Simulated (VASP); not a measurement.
# Ir (Fm-3m) in VASP: notebook, part 2 of 2

VASP 6.6.1. The steps go on from the part before.

## 5. Single point, BLYP (volume scaled by 1.04)

INCAR reads:

```
PREC = Accurate ; ENCUT = 520
EDIFF = 1E-6 ; ISMEAR = -1
SIGMA = 0.1 ; LREAL = F
LASPH = T ; NELM = 80
ALGO = Normal ; ISIF = 2
LWAVE = F ; LCHARG = F
GGA = B5 ; ALDAX = 1.0
AGGAX = 1.0 ; AGGAC = 1.0
ALDAC = 0.0 ; NBANDS = 10
```

KPOINTS reads:

```
regular mesh
0
Gamma
  22 22 22
```

POSCAR reads:

```
Ir
1.0
    0.0000000000      1.9947510883      1.9947510883
    1.9947510883      0.0000000000      1.9947510883
    1.9947510883      1.9947510883      0.0000000000
Ir
1
Direct
    0.0000000000      0.0000000000      0.0000000000
```

Potentials or basis: VASP PAW PBE potentials, release 64 (Ir).

On the command line:

```console
$ cat potpaw_PBE.64/Ir/POTCAR > POTCAR
$ mpirun -np 1 vasp_std > vasp.out
```

OUTCAR:

```text
PREC = Accurate
   ENCUT = 520
   EDIFF = 1E-6
   ISMEAR = -1
   LREAL = F
   LASPH = T
   NELM = 80
   ISIF = 2
   GGA = B5

 ion  position               nearest neighbor table
   1  0.000  0.000  0.000-

  LATTYP: Found a face centered cubic cell.
 ALAT       =     3.9895021766

  Lattice vectors:

 A1 = (   0.0000000000,   1.9947510883,   1.9947510883)
 A2 = (   1.9947510883,   0.0000000000,   1.9947510883)
 A3 = (   1.9947510883,   1.9947510883,   0.0000000000)

Analysis of symmetry for initial positions (statically):
=====================================================================
 Subroutine PRICEL returns:
 Original cell was already a primitive cell.

 Routine SETGRP: Setting up the symmetry group for a
 face centered cubic supercell.

 Subroutine GETGRP returns: Found 48 space group operations
 (whereof 48 operations were pure point group operations)
 out of a pool of 48 trial point group operations.

The static configuration has the point symmetry O_h .

Analysis of symmetry for dynamics (positions and initial velocities):
=====================================================================
[... 156 lines left out ...]
 E-fermi :   9.0607     XC(G=0): -12.6133

 val. band max:        9.0581542082   @ k =  -0.3636   0.0455   0.0000
 cond. band min:       9.0623149809   @ k =   0.3636   0.1364   0.0000
 fundamental gap:      0.0041607727
 Fermi energy:         9.0607072991

 k-point     1 :       0.0000    0.0000    0.0000
  band No.  band energies     occupation
      1      -0.6502      2.00000
      2       5.8211      2.00000
      3       5.8211      2.00000
      4       5.8211      2.00000
      5       8.0449      1.99992
      6       8.0449      1.99992
      7      23.9105      0.00000
      8      28.6868      0.00000
      9      28.6868      0.00000
     10      28.6868      0.00000
[... 287 lines left out ...]
 k-point    24 :      -0.4545    0.0455    0.0000
  band No.  band energies     occupation
      1       2.2721      2.00000
      2       5.7112      2.00000
      3       5.8121      2.00000
      4       8.3434      1.99847
      5       9.6852      0.00387
      6      10.2962      0.00001
      7      15.4954      0.00000
      8      23.6262      0.00000
      9      27.6874      0.00000
     10      28.1307      0.00000

 [... further k-points ...]
[... 5 lines left out ...]
  --------------------------------------------------------------------------------------
  -------------------------------------------------------------------------------------
  Total       -0.8294800     -0.8294800     -0.8294800      0.0000000     -0.0000000      0.0000000
  in kB      -83.7182914    -83.7182914    -83.7182914      0.0000000     -0.0000000      0.0000000
  external PRESSURE =     -83.7182914 kB  Pullay stress =       0.0000000 kB

 VOLUME and BASIS-vectors are now :
 -----------------------------------------------------------------------------
  energy-cutoff  :      520.00
  volume of cell :       15.87
      direct lattice vectors                 reciprocal lattice vectors
     0.000000000  1.994751088  1.994751088    -0.250657840  0.250657840  0.250657840
     1.994751088  0.000000000  1.994751088     0.250657840 -0.250657840  0.250657840
     1.994751088  1.994751088  0.000000000     0.250657840  0.250657840 -0.250657840

 POSITION                                       TOTAL-FORCE (eV/Angst)
 -----------------------------------------------------------------------------------
      0.00000      0.00000      0.00000        -0.000000      0.000000      0.000000
 -----------------------------------------------------------------------------------
    total drift:                               -0.000000      0.000000      0.000000

  FREE ENERGIE OF THE ION-ELECTRON SYSTEM (eV)
  ---------------------------------------------------
  free  energy   TOTEN  =        -7.4486424287 eV

  energy  without entropy=       -7.4089213568  energy(sigma->0) =       -7.42878189
```

OSZICAR:

```text
N       E                     dE             d eps       ncg     rms          rms(c)
DAV:   1     0.495665930643E+02    0.49567E+02   -0.43053E+03  6600   0.806E+02
DAV:   2    -0.698059749305E+01   -0.56547E+02   -0.53507E+02  6688   0.192E+02
DAV:   3    -0.799474672495E+01   -0.10141E+01   -0.10102E+01  7716   0.314E+01
DAV:   4    -0.800446200562E+01   -0.97153E-02   -0.97132E-02  7346   0.284E+00
DAV:   5    -0.800467714980E+01   -0.21514E-03   -0.21514E-03  7462   0.411E-01    0.113E+01
DAV:   6    -0.751216640978E+01    0.49251E+00   -0.10842E+00  7374   0.121E+01    0.398E+00
DAV:   7    -0.745298233742E+01    0.59184E-01   -0.21091E-01  7820   0.488E+00    0.126E+00
DAV:   8    -0.745156219058E+01    0.14201E-02   -0.15121E-03  7120   0.365E-01    0.103E+00
DAV:   9    -0.744862745933E+01    0.29347E-02   -0.20022E-03  7226   0.586E-01    0.213E-02
DAV:  10    -0.744863795399E+01   -0.10495E-04   -0.11796E-05  9028   0.320E-02    0.303E-02
DAV:  11    -0.744864244260E+01   -0.44886E-05   -0.40299E-06  6962   0.223E-02    0.108E-03
DAV:  12    -0.744864242875E+01    0.13857E-07   -0.44909E-08  3610   0.259E-03
   1 F= -.74486424E+01 E0= -.74287819E+01  d E =-.397211E-01
```

Wall time 32 s (1 thread of Intel Xeon Platinum 8259CL at 2.50GHz (Skylake/Cascade Lake), shared host); peak memory 0.19 GiB.

What came out:

| Property | Result |
| --- | --- |
| Free energy | -7.4486 eV |
| Pressure | -8.4 GPa |

Caveat: the PAW data sets were made with another functional, which shifts forces and pressure a little; spin-orbit coupling is left out, which moves the levels of the heavy elements.

## 6. Single point, BLYP (volume scaled by 1.08)

INCAR reads:

```
SYSTEM = Ir
PREC = Accurate
ENCUT = 520
EDIFF = 1E-6
ISMEAR = -1
SIGMA = 0.1
LREAL = .FALSE.
LASPH = .TRUE.
NELM = 60
ALGO = Normal
ISIF = 2
LWAVE = .FALSE.
LCHARG = .FALSE.
GGA = B5
ALDAX = 1.0
AGGAX = 1.0
AGGAC = 1.0
ALDAC = 0.0
NBANDS = 10
```

KPOINTS reads:

```
Automatic mesh
0
G
  22 22 22
  0 0 0
```

POSCAR reads:

```
Ir
1.0
    0.0000000000      2.0200037829      2.0200037829
    2.0200037829      0.0000000000      2.0200037829
    2.0200037829      2.0200037829      0.0000000000
Ir
1
Direct
    0.0000000000      0.0000000000      0.0000000000
```

Potentials or basis: VASP PAW PBE potentials, release 64 (Ir).

On the command line:

```console
$ cat potpaw_PBE.64/Ir/POTCAR > POTCAR
$ mpirun -np 1 vasp_std > vasp.out
```

OUTCAR:

```text
SYSTEM = Ir
   PREC = Accurate
   ENCUT = 520
   EDIFF = 1E-6
   ISMEAR = -1
   LREAL = .FALSE.
   LASPH = .TRUE.
   NELM = 60
   ISIF = 2
   GGA = B5

 ion  position               nearest neighbor table
   1  0.000  0.000  0.000-

  LATTYP: Found a face centered cubic cell.
 ALAT       =     4.0400075658

  Lattice vectors:

 A1 = (   0.0000000000,   2.0200037829,   2.0200037829)
 A2 = (   2.0200037829,   0.0000000000,   2.0200037829)
 A3 = (   2.0200037829,   2.0200037829,   0.0000000000)

Analysis of symmetry for initial positions (statically):
[... 483 lines left out ...]
      5       9.0615      0.00598
      6       9.6713      0.00001
      7      14.5931      0.00000
      8      23.0602      0.00000
      9      26.7546      0.00000
     10      27.1959      0.00000

 [... further k-points ...]
[... 5 lines left out ...]
  --------------------------------------------------------------------------------------
  -------------------------------------------------------------------------------------
  Total       -1.7133499     -1.7133499     -1.7133499      0.0000000     -0.0000000      0.0000000
  in kB     -166.5214171   -166.5214171   -166.5214171      0.0000000     -0.0000000      0.0000000
  external PRESSURE =    -166.5214171 kB  Pullay stress =       0.0000000 kB

 VOLUME and BASIS-vectors are now :
 -----------------------------------------------------------------------------
  energy-cutoff  :      520.00
  volume of cell :       16.48
      direct lattice vectors                 reciprocal lattice vectors
     0.000000000  2.020003783  2.020003783    -0.247524289  0.247524289  0.247524289
     2.020003783  0.000000000  2.020003783     0.247524289 -0.247524289  0.247524289
     2.020003783  2.020003783  0.000000000     0.247524289  0.247524289 -0.247524289

 POSITION                                       TOTAL-FORCE (eV/Angst)
 -----------------------------------------------------------------------------------
      0.00000      0.00000      0.00000        -0.000000      0.000000      0.000000
 -----------------------------------------------------------------------------------
    total drift:                               -0.000000      0.000000     -0.000000

  FREE ENERGIE OF THE ION-ELECTRON SYSTEM (eV)
  ---------------------------------------------------
  free  energy   TOTEN  =        -7.4004910587 eV

  energy  without entropy=       -7.3581285704  energy(sigma->0) =       -7.37930981
```

OSZICAR:

```text
N       E                     dE             d eps       ncg     rms          rms(c)
DAV:   1     0.480162427613E+02    0.48016E+02   -0.43008E+03  6592   0.801E+02
DAV:   2    -0.697452312009E+01   -0.54991E+02   -0.51856E+02  6686   0.190E+02
DAV:   3    -0.796157186221E+01   -0.98705E+00   -0.98300E+00  7744   0.310E+01
DAV:   4    -0.797068432279E+01   -0.91125E-02   -0.91107E-02  7460   0.278E+00
DAV:   5    -0.797087666174E+01   -0.19234E-03   -0.19234E-03  7496   0.387E-01    0.103E+01
DAV:   6    -0.745811283925E+01    0.51276E+00   -0.12073E+00  7342   0.126E+01    0.347E+00
DAV:   7    -0.740443683115E+01    0.53676E-01   -0.20131E-01  7806   0.466E+00    0.124E+00
DAV:   8    -0.740283051432E+01    0.16063E-02   -0.14299E-03  7132   0.359E-01    0.954E-01
DAV:   9    -0.740047773734E+01    0.23528E-02   -0.17098E-03  7208   0.532E-01    0.231E-02
DAV:  10    -0.740048794457E+01   -0.10207E-04   -0.10255E-05  8864   0.299E-02    0.280E-02
DAV:  11    -0.740049104747E+01   -0.31029E-05   -0.32048E-06  6956   0.204E-02    0.942E-04
DAV:  12    -0.740049105872E+01   -0.11252E-07   -0.37424E-08  3586   0.238E-03
   1 F= -.74004911E+01 E0= -.73793098E+01  d E =-.423625E-01
```

Wall time 31 s (1 thread of Intel Xeon Platinum 8259CL at 2.50GHz (Skylake/Cascade Lake), shared host); peak memory 0.19 GiB.

What came out:

```yaml
Free_energy: -7.4005 eV
Pressure: -16.7 GPa
```

Levels at points of the mesh, in eV from the Fermi level:
| k point | band 1 | band 2 | band 3 | band 4 | band 5 | band 6 | band 7 | band 8 |
| --- | --- | --- | --- | --- | --- | --- | --- | --- |
| (0.00, 0.00, 0.00) | -9.34 | -3.05 | -3.05 | -3.05 | -0.96 | -0.96 | 14.88 | 19.44 |
| (0.50, 0.00, 0.00) | -6.51 | -3.11 | -3.11 | 0.00 | 0.68 | 0.68 | 5.90 | 14.43 |
| (0.50, 0.50, 0.00) | -6.20 | -5.76 | 0.64 | 1.12 | 1.12 | 2.06 | 8.63 | 11.20 |

Caveat: the PAW data sets were made with another functional, which shifts forces and pressure a little; spin-orbit coupling is left out, which moves the levels of the heavy elements.

## 7. The runs side by side

| cell | gap on the mesh (eV) | pressure (GPa) |
| --- | --- | --- |
| a = 2.747 Å, angles 60.0°, 1 atom | none | 16.0 |
| a = 2.784 Å, angles 60.0°, 1 atom | none | 2.3 |
| a = 2.821 Å, angles 60.0°, 1 atom | none | -8.4 |
| a = 2.857 Å, angles 60.0°, 1 atom | none | -16.7 |

Alike in all rows: task single point; level BLYP; potentials or basis VASP PAW PBE potentials, release 64 (Ir); no spin polarisation; k mesh 22 × 22 × 22; cutoff (eV) 520; smearing fermi-dirac 0.1 eV.

Caveats: the PAW data sets were made with another functional, which shifts forces and pressure a little; spin-orbit coupling is left out, which moves the levels of the heavy elements.

Absolute energies hang on the potentials; compare differences alone.
